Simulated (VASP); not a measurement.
# Cr (Fd-3m) in VASP: relaxation of cell and atoms with LDA

Aim: the relaxation of cell and atoms of Cr with LDA.

Everything below comes from runs of VASP 6.6.1. Logs are shortened: lines on timing, memory, paths and dates and some standing lists are left out, and cuts for length are marked.

### Step 1. The cell of the first run

The structure is cubic, space group Fd-3m (No. 227). The conventional cell has a = 4.121 Å, b = 4.121 Å, c = 4.121 Å, α = 90.00°, β = 90.00°, γ = 90.00°. Cr (site symmetry -43m) has 4 Cr at 1.78 Å within 2.4 Å.

This isn't the form of Cr at room conditions, which is bcc.

### Step 2. Relaxation of cell and atoms, LDA, collinear spin, ferromagnetic start, target pressure 190 GPa, at which the enthalpy is minimised

File INCAR:

```
SYSTEM = Cr
PREC = Accurate ; ENCUT = 600
EDIFF = 1E-7 ; ISMEAR = -1
SIGMA = 0.1 ; LREAL = .False.
LASPH = .True. ; NELM = 200
ALGO = Normal ; ISIF = 3
LWAVE = .False. ; LCHARG = .False.
ISPIN = 2 ; MAGMOM = 2 2
LORBIT = 11 ; LMAXMIX = 4
IBRION = 2 ; NSW = 60
EDIFFG = -0.005 ; PSTRESS = 1900.0
GGA_COMPAT = .False. ; NELMIN = 4
```

File KPOINTS:

```
regular mesh
0
Gamma
  15 15 15
  0 0 0
```

File POSCAR:

```
Cr
1.0
    0.0000000000      2.0606580436      2.0606580436
    2.0606580436      0.0000000000      2.0606580436
    2.0606580436      2.0606580436      0.0000000000
Cr
2
Direct
   -0.1250000000     -0.1250000000     -0.1250000000
    0.1250000000      0.1250000000      0.1250000000
```

Potentials or basis: VASP PAW LDA potentials, release 64 (Cr_sv).

Run with:

```bash
$ cat potpaw_LDA.64/Cr_sv/POTCAR > POTCAR
$ mpirun -np 1 vasp_std > vasp.out
```

OUTCAR:

```text
SYSTEM = Cr
   PREC = Accurate
   ENCUT = 600
   EDIFF = 1E-7
   ISMEAR = -1
   LREAL = .False.
   LASPH = .True.
   NELM = 200
   ISIF = 3
   ISPIN = 2
   LORBIT = 11
   IBRION = 2
   NSW = 60
   EDIFFG = -0.005
   PSTRESS = 1900.0
   NELMIN = 4

 ion  position               nearest neighbor table
   1  0.875  0.875  0.875-   2 1.78   2 1.78   2 1.78   2 1.78
   2  0.125  0.125  0.125-   1 1.78   1 1.78   1 1.78   1 1.78

  LATTYP: Found a face centered cubic cell.
 ALAT       =     4.1213160872

  Lattice vectors:

 A1 = (   0.0000000000,   2.0606580436,   2.0606580436)
 A2 = (   2.0606580436,   0.0000000000,   2.0606580436)
 A3 = (   2.0606580436,   2.0606580436,   0.0000000000)

Analysis of symmetry for initial positions (statically):
=====================================================================
 Subroutine PRICEL returns:
 Original cell was already a primitive cell.

 Routine SETGRP: Setting up the symmetry group for a
 face centered cubic supercell.

 Subroutine GETGRP returns: Found 48 space group operations
 (whereof 12 operations were pure point group operations)
 out of a pool of 48 trial point group operations.

The static configuration has the point symmetry D_3d.
 The point group associated with its full space group is O_h .

Analysis of symmetry for dynamics (positions and initial velocities):
=====================================================================
 Subroutine PRICEL returns:
 Original cell was already a primitive cell.

 Routine SETGRP: Setting up the symmetry group for a
 face centered cubic supercell.

 Subroutine GETGRP returns: Found 48 space group operations
 (whereof 12 operations were pure point group operations)
 out of a pool of 48 trial point group operations.

The dynamic configuration has the point symmetry D_3d.
 The point group associated with its full space group is O_h .

Analysis of structural, dynamic, and magnetic symmetry:
=====================================================================
 Subroutine PRICEL returns:
 Original cell was already a primitive cell.

 Routine SETGRP: Setting up the symmetry group for a
 face centered cubic supercell.

 Subroutine GETGRP returns: Found 48 space group operations
 (whereof 12 operations were pure point group operations)
 out of a pool of 48 trial point group operations.

The overall configuration has the point symmetry D_3d.
 The point group associated with its full space group is O_h .

 Subroutine INISYM returns: Found 48 space group operations
 (whereof 12 operations are pure point group operations),
 and found     1 'primitive' translations

----------------------------------------------------------------------------------------

                                     Primitive cell

  volume of cell :      17.5004

  direct lattice vectors                    reciprocal lattice vectors
     0.000000000  2.060658044  2.060658044    -0.242640938  0.242640938  0.242640938
     2.060658044  0.000000000  2.060658044     0.242640938 -0.242640938  0.242640938
     2.060658044  2.060658044  0.000000000     0.242640938  0.242640938 -0.242640938

  length of vectors
     2.914210553  2.914210553  2.914210553     0.420266432  0.420266432  0.420266432

  position of ions in fractional coordinates (direct lattice)
     0.875000000  0.875000000  0.875000000
     0.125000000  0.125000000  0.125000000

  ion indices of the primitive-cell ions
   primitive index   ion index
                 1           1
                 2           2

----------------------------------------------------------------------------------------

 KPOINTS: regular mesh

Automatic generation of k-mesh.
 Grid dimensions read from file:
 generate k-points for:   15   15   15

 Generating k-lattice:

  Cartesian coordinates                     Fractional coordinates (reciprocal lattice)
    -0.016176063  0.016176063  0.016176063     0.066666667  0.000000000  0.000000000
     0.016176063 -0.016176063  0.016176063     0.000000000  0.066666667  0.000000000
     0.016176063  0.016176063 -0.016176063     0.000000000  0.000000000  0.066666667

  Length of vectors
     0.028017762  0.028017762  0.028017762

  Shift w.r.t. Gamma in fractional coordinates (k-lattice)
     0.000000000  0.000000000  0.000000000

 Subroutine IBZKPT returns following result:
 ===========================================

 Found    120 irreducible k-points:

 Following reciprocal coordinates:
            Coordinates               Weight
  0.000000  0.000000  0.000000      1.000000
  0.066667  0.000000  0.000000      8.000000
  0.133333  0.000000  0.000000      8.000000
  0.200000  0.000000  0.000000      8.000000
  0.266667  0.000000  0.000000      8.000000
  0.333333  0.000000  0.000000      8.000000
[... 16 lines left out ...]
  0.133333  0.133333  0.000000      6.000000
  0.200000  0.133333  0.000000     24.000000
 [... further k-points ...]
   k-points           NKPTS =    120   k-points in BZ     NKDIM =    120   number of bands    NBANDS=     20
   number of dos      NEDOS =    301   number of ions     NIONS =      2
   total plane-waves  NPLWV =  13824
   dimension x,y,z NGX =    24 NGY =   24 NGZ =   24
   dimension x,y,z NGXF=    48 NGYF=   48 NGZF=   48
   ions per type =               2
   NGX,Y,Z   is equivalent  to a cutoff of  13.69, 13.69, 13.69 a.u.
   NGXF,Y,Z  is equivalent  to a cutoff of  27.38, 27.38, 27.38 a.u.
 SYSTEM =  Cr
   PREC   = accura    normal or accurate (medium, high low for compatibility)
   ISTART =      0    job   : 0-new  1-cont  2-samecut
   ICHARG =      2    charge: 1-file 2-atom 10-const
   ISPIN  =      2    spin polarized calculation?
   LNONCOLLINEAR =      F non collinear calculations
   LSORBIT =      F    spin-orbit coupling
   LASPH  =      T    aspherical Exc in radial PAW
   ENCUT  =  600.0 eV  44.10 Ry    6.64 a.u.   5.82  5.82  5.82*2*pi/ulx,y,z
   NELM   =    200;   NELMIN=  4; NELMDL= -5     # of ELM steps
   EDIFF  = 0.1E-06   stopping-criterion for ELM
   LREAL  =      F    real-space projection
   EDIFFG = -.5E-02   stopping-criterion for IOM
   NSW    =     60    number of steps for IOM
   IBRION =      2    ionic relax: 0-MD 1-quasi-New 2-CG
   NFREE  =      1    steps in history (QN), initial steepest desc. (CG)
   ISIF   =      3    stress and relaxation
   ISYM   =      2    0-nonsym 1-usesym 2-fastsym
   POTIM  = 0.5000    time-step for ionic-motion
   TEBEG  =    0.0;   TEEND  =   0.0 temperature during run
   PSTRESS= 1900.0 pullay stress
   NELECT =      28.0000    total number of electrons
   NUPDOWN=      -1.0000    fix difference up-down
   EMIN   =  10.00;   EMAX   =-10.00  energy-range for DOS
   EFERMI =   0.00;   METHOD = LEGACY
   ISMEAR =    -1;   SIGMA  =   0.10  broadening in eV -4-tet -1-fermi 0-gaus
   EFERMI_NEDOS =   21; number of points for ismear=-14 and -15
   IALGO  =     38    algorithm
   IMIX   =      4    mixing-type and parameters
     AMIX     =   0.40;   BMIX     =  1.00
     AMIX_MAG =   1.60;   BMIX_MAG =  1.00
  volume/ion in A,a.u.               =       8.75        59.05
  Fermi-wavevector in a.u.,A,eV,Ry     =   1.914748  3.618349 49.882484  3.666259
  Thomas-Fermi vector in A             =   2.950596
   LORBIT       =     11    0 simple, 1 ext, 2 COOP (PROOUT), +10 PAW based schemes
   GGA     = CA    functional components
   LHFCALC =     F    Hartree Fock is set to
   AEXX    =    0.0000 exact exchange contribution
   IVDW    =     0    specifies the selected vdW correction
   LEPSILON=     F    determine dielectric tensor
   LRPA    =     F    only Hartree local field effects (RPA)
 conjugate gradient relaxation of ions
 spin polarized calculation
  energy-cutoff  :      600.00
  volume of cell :       17.50
 maximum number of plane-waves:       596
   NGX = 11   NGY = 11   NGZ = 11

--------------------------------------- Ionic step        1  -------------------------------------------

 number of electron      27.9999990 magnetization      -0.0001547

 number of electron      27.9999990 magnetization       0.0000091

 Free energy of the ion-electron system (eV)
  ---------------------------------------------------
  ext. energy  EPLUGINS =         0.00000000
  ---------------------------------------------------
  free energy    TOTEN  =       -11.78257945 eV

  energy without entropy =      -11.71968309  energy(sigma->0) =      -11.75113127

------------------------ aborting loop because EDIFF is reached ----------------------------------------

  FORCE on cell =-STRESS in cart. coord.  units (eV):
  Direction    XX          YY          ZZ          XY          YZ          ZX
  --------------------------------------------------------------------------------------
  -------------------------------------------------------------------------------------
  Total       22.5398329     22.5398329     22.5398329     -0.0000000     -0.0000000      0.0000000
  in kB     2063.5428594   2063.5428594   2063.5428594     -0.0000000     -0.0000000      0.0000000
  external PRESSURE =     163.5428594 kB  Pullay stress =    1900.0000000 kB

 VOLUME and BASIS-vectors are now :
 -----------------------------------------------------------------------------
  energy-cutoff  :      600.00
  volume of cell :       17.50
      direct lattice vectors                 reciprocal lattice vectors
     0.000000000  2.060658044  2.060658044    -0.242640938  0.242640938  0.242640938
     2.060658044  0.000000000  2.060658044     0.242640938 -0.242640938  0.242640938
     2.060658044  2.060658044  0.000000000     0.242640938  0.242640938 -0.242640938
[... 88 lines left out ...]
  FREE ENERGIE OF THE ION-ELECTRON SYSTEM (eV)
  ---------------------------------------------------
  free  energy   TOTEN  =       -12.2366213834 eV

  energy  without entropy=      -12.1723147955  energy(sigma->0) =      -12.20446809

  enthalpy is  TOTEN    =         8.9533025741 eV   P V=       21.1899239575

--------------------------------------- Ionic step        4  -------------------------------------------

 number of electron      27.9999993 magnetization       0.0000003

 number of electron      27.9999993 magnetization      -0.0000001

 Free energy of the ion-electron system (eV)
  ---------------------------------------------------
  ext. energy  EPLUGINS =         0.00000000
  ---------------------------------------------------
  free energy    TOTEN  =       -12.21612876 eV

  energy without entropy =      -12.15187900  energy(sigma->0) =      -12.18400388

 E-fermi :  18.5658     XC(G=0): -15.1786

 val. band max:       18.5408582759   @ k =   0.3333   0.2000   0.0000
 cond. band min:      18.5724114133   @ k =   0.3333   0.2667   0.0667
 fundamental gap:      0.0315531374
 Fermi energy:        18.5658317345

 spin component 1

 k-point     1 :       0.0000    0.0000    0.0000
  band No.  band energies     occupation
      1     -54.0210      1.00000
      2     -50.2053      1.00000
      3     -25.8589      1.00000
      4     -25.8589      1.00000
      5     -25.8589      1.00000
      6     -22.6205      1.00000
[... 12 lines left out ...]
     19      24.1427      0.00000
     20      35.9856      0.00000
[... 508 lines left out ...]
  band No.  band energies     occupation
      1     -53.7776      1.00000
      2     -50.5197      1.00000
      3     -26.1701      1.00000
      4     -26.1659      1.00000
      5     -25.6187      1.00000
      6     -22.8121      1.00000
[... 12 lines left out ...]
     19      24.5018      0.00000
     20      32.6475      0.00000

 [... further k-points ...]

 spin component 2

 k-point     1 :       0.0000    0.0000    0.0000
  band No.  band energies     occupation
      1     -54.0210      1.00000
      2     -50.2053      1.00000
      3     -25.8589      1.00000
      4     -25.8589      1.00000
      5     -25.8589      1.00000
      6     -22.6205      1.00000
[... 12 lines left out ...]
     19      24.1427      0.00000
     20      35.9856      0.00000
[... 551 lines left out ...]
 POSITION                                       TOTAL-FORCE (eV/Angst)
 -----------------------------------------------------------------------------------
      3.63008      3.63008      3.63008        -0.000000     -0.000000     -0.000000
      0.51858      0.51858      0.51858         0.000000      0.000000      0.000000
 -----------------------------------------------------------------------------------
    total drift:                                0.000000      0.000000      0.000000

  FREE ENERGIE OF THE ION-ELECTRON SYSTEM (eV)
  ---------------------------------------------------
  free  energy   TOTEN  =       -12.2161287615 eV

  energy  without entropy=      -12.1518789995  energy(sigma->0) =      -12.18400388

  enthalpy is  TOTEN    =         8.9532604020 eV   P V=       21.1693891635

 reached required accuracy - stopping structural energy minimisation

 total charge

# of ion       s       p       d       tot
------------------------------------------
    1        2.263   6.006   4.622  12.892
    2        2.263   6.006   4.622  12.892
--------------------------------------------------
tot          4.526  12.013   9.245  25.783

 magnetization (x)

# of ion       s       p       d       tot
------------------------------------------
    1       -0.000   0.000   0.000  -0.000
    2       -0.000   0.000   0.000  -0.000
--------------------------------------------------
tot         -0.000   0.000   0.000  -0.000
```

It took 4.1 min on 1 thread of AMD EPYC 9R45 (Zen 5), shared host; peak memory 0.16 GiB.

Results:

* Free energy: -12.2161 eV
* Relaxed volume: 8.93 Å³/atom
* Relaxed cell: a = 2.934 Å, b = 2.934 Å, c = 2.934 Å, α = 60.00°, β = 60.00°, γ = 60.00°
* Space group after relaxing (to 0.1 Å): Fd-3m (No. 227)
* Energy change on relaxing (the run minimises the enthalpy): -216.8 meV/atom
* Ionic steps: 4
* Pressure after relaxing: 190.0 GPa
* Band gap on the k mesh: zero (filled and empty bands overlap)
* Net moment: 0.00 μB per cell
* Valence electrons inside the program's atomic spheres: Cr 12.89

Step by step:
```csv
step,energy change (eV),largest force (eV/Å),pressure (GPa),volume (Å³)
1,0.0000,0.0000,206.35,17.50
2,-2.3341,0.0000,118.91,19.86
3,-0.4540,0.0000,189.21,17.87
4,-0.4335,0.0000,189.98,17.85
```

Final structure:
```
Cr
1.0
     0.00000    2.07433    2.07433
     2.07433    0.00000    2.07433
     2.07433    2.07433    0.00000
Cr
2
Direct
  0.87500 0.87500 0.87500
  0.12500 0.12500 0.12500
```

Caveat: the cell is relaxed towards a set pressure, so the run minimises the enthalpy, not the energy; atoms lie so close that the PAW spheres overlap strongly, which falsifies energies and pressures; the moments typed at the start vanished in this run.

The gap in the log of VASP goes by the Fermi energy; the results here count the filled bands.